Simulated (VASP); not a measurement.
Here is a VASP 6.6.1 calculation.

Contents of INCAR:

```
SYSTEM = P2Se2O
PREC = Accurate ; ENCUT = 520
EDIFF = 1E-6 ; ISMEAR = 0
SIGMA = 0.1 ; LREAL = .FALSE.
LASPH = .TRUE. ; NELM = 80
ALGO = Normal ; ISIF = 2
LWAVE = .FALSE. ; LCHARG = .TRUE.
GGA = PE ; IVDW = 12
LELF = .TRUE. ; LVHAR = .TRUE.
NBANDS = 22
```

The input KPOINTS:

```
Automatic mesh
0
G
  12 12 6
  0 0 0
```

POSCAR

```
P2Se2O
1.0
    3.9444637693      0.0000000000      0.0000000000
   -1.9722318847      3.4160058286      0.0000000000
    0.0000000000      0.0000000000      7.4864388567
P Se O
2 2 1
Direct
    0.3333333333      0.6666666667      0.0000000000
    0.6666666667      0.3333333333      0.0000000000
    0.0000000000      0.0000000000      0.7473513438
    0.0000000000      0.0000000000      0.2526486562
    0.0000000000      0.0000000000      0.5000000000
```

Potentials or basis: VASP PAW PBE potentials, release 64 (P, Se, O).

Run with:

```sh
$ cat potpaw_PBE.64/P/POTCAR potpaw_PBE.64/Se/POTCAR potpaw_PBE.64/O/POTCAR > POTCAR
$ mpirun -np 1 vasp_std > vasp.out
```

(1) Predict the band gap on the k mesh.

(2) What does it give for the dispersion energy per atom?

## Answers

(1) zero (band 14 reaches 4.60 eV, above the bottom of band 15 at 2.90 eV).

(2) -0.287 eV.
